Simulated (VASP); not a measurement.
A run of VASP 6.6.1:

File INCAR:

```
PREC = Accurate
ENCUT = 520
EDIFF = 1E-8
ISMEAR = -1
SIGMA = 0.03
LREAL = F
LASPH = T
NELM = 60
ALGO = Normal
ISIF = 2
LWAVE = F
LCHARG = F
GGA = PE
LEFG = T
NBANDS = 18
```

KPOINTS

```
regular mesh
0
Gamma
  10 10 10
```

POSCAR

```
BiTe
1.0
    0.0000000000      3.2132879364      3.2132879364
    3.2132879364      0.0000000000      3.2132879364
    3.2132879364      3.2132879364      0.0000000000
Bi Te
1 1
Direct
    0.0000000000      0.0000000000      0.0000000000
    0.5000000000      0.5000000000      0.5000000000
```

Potentials or basis: VASP PAW PBE potentials, release 64 (Bi_d, Te).

Launch:

```console
$ cat potpaw_PBE.64/Bi_d/POTCAR potpaw_PBE.64/Te/POTCAR > POTCAR
$ mpirun -np 1 vasp_std > vasp.out
```

Hardware: 1 thread of Intel(R) Xeon(R) Platinum 8259CL CPU @ 2.50GHz (Skylake/Cascade Lake) (shared host).

Estimate the wall time of this run.

Wall time 73 s on 1 thread of Intel(R) Xeon(R) Platinum 8259CL CPU @ 2.50GHz (Skylake/Cascade Lake), with other jobs on the host, peak memory 0.23 GiB. Counts: scf iterations 15, k points 47.
